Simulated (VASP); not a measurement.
Input of a VASP 6.6.1 run:

File POSCAR:

```
C
1.0
    0.0000000000      1.7592674508      1.7592674508
    1.7592674508      0.0000000000      1.7592674508
    1.7592674508      1.7592674508      0.0000000000
C
2
Direct
    0.7500000000      0.7500000000      0.7500000000
    0.5000000000      0.5000000000      0.5000000000
```

File INCAR.step1:

```
SYSTEM = C
ALGO = Normal ; EDIFF = 1E-5
ENCUT = 520 ; GGA = PE
ISIF = 2 ; ISMEAR = -1
LASPH = .True. ; LREAL = .False.
LWAVE = .True. ; NBANDS = 11
NELM = 80 ; PREC = Accurate
SIGMA = 0.05
```

Contents of INCAR.step2:

```
SYSTEM = C
AEXX = 0.25 ; ALGO = Normal
EDIFF = 1E-6 ; ENCUT = 520
GGA = PE ; ISIF = 2
ISMEAR = -1 ; ISTART = 1
LASPH = .True. ; LCHARG = .True.
LELF = .True. ; LHFCALC = .True.
LREAL = .False. ; LVHAR = .True.
LWAVE = .False. ; NBANDS = 11
NELM = 80 ; PREC = Accurate
PRECFOCK = Normal ; SIGMA = 0.05
```

Contents of KPOINTS:

```
k-points
0
Gamma
  8 8 8
  0 0 0
```

Potentials or basis: VASP PAW PBE potentials, release 64 (C).

Launch:

```bash
$ cat potpaw_PBE.64/C/POTCAR > POTCAR
$ cp INCAR.step1 INCAR
$ mpirun -np 1 vasp_std > vasp.out
$ cp INCAR.step2 INCAR
$ mpirun -np 1 vasp_std > vasp.out
```

**Question.** What does it give for the band gap on the k mesh?

**Answer.** 6.15 eV, indirect (least direct gap 7.84 eV).

**Question.** Predict the pressure.

**Answer.** 12.1 GPa.

Caveat: the PAW data sets were made with another functional, which shifts forces and pressure a little. A k mesh can miss the band edges.
